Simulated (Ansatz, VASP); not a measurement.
# SrHfBr6: VASP beside Ansatz

```
Sr Hf Br
1.0
     0.00000    5.60193    5.60193
     5.60193    0.00000    5.60193
     5.60193    5.60193    0.00000
Sr Hf Br
1 1 6
Direct
  0.50000 0.50000 0.50000
  0.00000 0.00000 0.00000
  0.76829 0.23171 0.23171
  0.23171 0.76829 0.76829
  0.23171 0.76829 0.23171
  0.76829 0.23171 0.76829
  0.23171 0.23171 0.76829
  0.76829 0.76829 0.23171
```

Alike in both runs: task single point; functional r2SCAN; dispersion rVV10; k mesh 4 × 4 × 4; occupations fermi-dirac, width 0.03 eV; no spin polarisation.

|  | VASP | Ansatz |
| --- | --- | --- |
| version | VASP 6.6.1 | Ansatz 0.2.0 |
| potentials or method | VASP PAW PBE potentials, release 64 (Sr_sv, Hf_pv, Br) | plane waves, PAW |
| plane-wave cutoff (eV) | 520 | 500 |
| valence electrons in the cell | 62 | 78 |

```csv
,VASP,Ansatz,Ansatz less VASP
gap on the k mesh at the Fermi level (eV),3.33,3.34,+0.012
pressure (GPa),-0.1,0.0,+0.10
rms of the force components (eV/Å),0.038,0.000,-0.0374
```

VASP's potentials were made for PBE, not for r2SCAN. Atom by atom the forces differ by 0.038 eV/Å (rms over components). VASP's potentials hold 62 valence electrons a cell and Ansatz's 78, so a difference there can come from the potentials and not from the codes.

Neither program's run includes spin-orbit coupling.
